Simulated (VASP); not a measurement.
Here is a VASP 6.6.1 calculation.

The input INCAR:

```
SYSTEM = Sn
PREC     = Accurate       ! precision mode
ENCUT    = 600            ! plane-wave cutoff, eV
EDIFF    = 1E-6           ! SCF threshold, eV
ISMEAR   = -1             ! smearing method
SIGMA    = 0.05           ! smearing width, eV
LREAL    = .FALSE.        ! projectors in reciprocal space
LASPH    = .TRUE.         ! aspherical terms in the spheres
NELM     = 80             ! most SCF steps
ALGO     = Normal         ! electronic algorithm
ISIF     = 3              ! what is computed and relaxed
LWAVE    = .FALSE.        ! write WAVECAR
LCHARG   = .FALSE.        ! write CHGCAR
GGA      = PS             ! functional
IBRION   = 2              ! ionic algorithm
NSW      = 32             ! ionic steps
EDIFFG   = -0.005         ! ionic threshold
PSTRESS  = 230.0
```

File KPOINTS:

```
regular mesh
0
G
  14 14 13
  0 0 0
```

File POSCAR:

```
Sn
1.0
    2.9751462757      0.0000000000      0.0000000000
   -1.4875731378      2.5765522548      0.0000000000
    0.0000000000      0.0000000000      2.7671055169
Sn
1
Direct
    0.0000000000      0.0000000000      0.0000000000
```

Potentials or basis: VASP PAW PBE potentials, release 64 (Sn_d).

The run is started by

```sh
$ cat potpaw_PBE.64/Sn_d/POTCAR > POTCAR
$ mpirun -np 1 vasp_std > vasp.out
```

What does it give for the band gap on the k mesh?

Zero (band 7 reaches 17.97 eV, above the bottom of band 8 at 8.24 eV).

Final structure:
```xyz
1
Lattice="2.9752 0.0000 0.0000 -1.4876 2.5766 0.0000 0.0000 0.0000 2.7671" Properties=species:S:1:pos:R:3 pbc="T T T"
Sn    0.0000    0.0000    0.0000
```

Caveat: the cell is relaxed towards a set pressure, so the enthalpy falls and the energy may rise; spin-orbit coupling is left out, which moves the levels of the heavy elements.
